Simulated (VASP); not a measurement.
HfTl2F6:

```xyz
9
Lattice="0.0000 4.4798 4.4798 4.4798 0.0000 4.4798 4.4798 4.4798 0.0000" Properties=species:S:1:pos:R:3 pbc="T T T"
Tl    2.2399    2.2399    2.2399
Tl    6.7197    6.7197    6.7197
Hf    0.0000    0.0000    0.0000
F     6.8464    4.4798    4.4798
F     4.4798    2.1131    4.4798
F     4.4798    6.8464    4.4798
F     2.1131    4.4798    4.4798
F     4.4798    4.4798    6.8464
F     4.4798    4.4798    2.1131
```

```yaml
Program: VASP 6.6.1
Task: relaxation of cell and atoms
Functional: PBE
Potentials_or_basis: VASP PAW PBE potentials, release 64 (Tl_d, Hf_pv, F)
Cutoff: 600 eV
k_mesh: 4 × 4 × 4
Occupations: fermi-dirac, width 0.02 eV
Spin: no spin polarisation
```

At the start: pressure -6.5 GPa; volume 19.98 Å³/atom.

Question: How do energy, volume and symmetry change on relaxing?

Answer: Over 14 steps the energy falls by 73.2 meV/atom and the volume is 20.14 Å³/atom (+0.8 %); space group Fm-3m (No. 225, to 0.05 Å).

The path:
| step | energy change (eV) | largest force (eV/Å) | pressure (GPa) | volume (Å³) |
| --- | --- | --- | --- | --- |
| 1 | 0.0000 | 1.8946 | -6.50 | 179.80 |
| 2 | -0.2347 | 1.5970 | 8.49 | 159.53 |
| 3 | -0.5981 | 0.2165 | 0.62 | 167.67 |
| 4 | -0.5983 | 0.1731 | 0.82 | 167.43 |
| 5 | -0.6154 | 0.1307 | 0.71 | 169.31 |
| 6 | -0.6485 | 0.0018 | 0.57 | 175.05 |
| 7 | -0.6409 | 0.2940 | 0.57 | 186.91 |
| 8 | -0.6561 | 0.1429 | 0.55 | 180.42 |
| 9 | -0.6322 | 0.3871 | -1.64 | 186.27 |
| 10 | -0.6588 | 0.0080 | -0.02 | 181.83 |
| 11 | -0.6588 | 0.0111 | -0.01 | 181.80 |
| 12 | -0.6589 | 0.0075 | -0.01 | 181.62 |
| 13 | -0.6589 | 0.0051 | 0.00 | 181.08 |
| 14 | -0.6589 | 0.0009 | 0.00 | 181.28 |

Final structure:
```yaml
crystal:
  lattice:
    - [0.00000, 4.49198, 4.49198]
    - [4.49198, 0.00000, 4.49198]
    - [4.49198, 4.49198, 0.00000]
  atoms:
    - { symbol: Tl, position: [0.25000, 0.25000, 0.25000] }
    - { symbol: Tl, position: [0.75000, 0.75000, 0.75000] }
    - { symbol: Hf, position: [0.00000, 0.00000, 0.00000] }
    - { symbol: F, position: [0.22340, 0.77660, 0.77660] }
    - { symbol: F, position: [0.22340, 0.77660, 0.22340] }
    - { symbol: F, position: [0.77660, 0.22340, 0.77660] }
    - { symbol: F, position: [0.77660, 0.22340, 0.22340] }
    - { symbol: F, position: [0.77660, 0.77660, 0.22340] }
    - { symbol: F, position: [0.22340, 0.22340, 0.77660] }
```
